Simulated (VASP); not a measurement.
A run of VASP 6.6.1 is set up as follows.

Contents of POSCAR:

```
BaTiO3
1.0
    4.0208777100      0.0000000000      0.0000000000
    0.0000000000      4.0208777100      0.0000000000
    0.0000000000      0.0000000000      4.0208777100
Ba Ti O
1 1 3
Direct
    0.5000000000      0.5000000000      0.5000000000
    0.0000000000      0.0000000000      0.0000000000
    0.5000000000      0.0000000000      0.0000000000
    0.0000000000      0.5000000000      0.0000000000
    0.0000000000      0.0000000000      0.5000000000
```

Contents of INCAR.step1:

```
  PREC = Accurate
  ENCUT = 520
  ISMEAR = -1
  SIGMA = 0.02
  LREAL = F
  LASPH = T
  NELM = 80
  NBANDS = 28
  GGA = PE
  ALGO = Normal
  EDIFF = 1E-4
  LWAVE = T
  LCHARG = F
```

File INCAR.step2:

```
  PREC = Accurate
  ENCUT = 520
  EDIFF = 1E-6
  ISMEAR = -1
  SIGMA = 0.02
  LREAL = F
  LASPH = T
  NELM = 80
  ALGO = Normal
  ISIF = 2
  LWAVE = F
  LCHARG = T
  METAGGA = R2SCAN
  LMIXTAU = T
  LELF = T
  LVHAR = T
  NBANDS = 28
  ISTART = 1
```

The input KPOINTS:

```
regular mesh
0
Gamma
  8 8 8
```

Potentials or basis: VASP PAW PBE potentials, release 64 (Ba_sv, Ti_sv, O).

The run is started by

```bash
$ cat potpaw_PBE.64/Ba_sv/POTCAR potpaw_PBE.64/Ti_sv/POTCAR potpaw_PBE.64/O/POTCAR > POTCAR
$ cp INCAR.step1 INCAR
$ mpirun -np 1 vasp_std > vasp.out
$ cp INCAR.step2 INCAR
$ mpirun -np 1 vasp_std > vasp.out
```

(1) Predict the band gap on the k mesh.

(2) Predict the pressure.

Results:

(1) 2.10 eV, indirect (least direct gap 2.27 eV).

(2) -1.6 GPa.

Caveat: the PAW data sets were made with another functional, which shifts forces and pressure a little; spin-orbit coupling is left out, which moves the levels of the heavy elements.
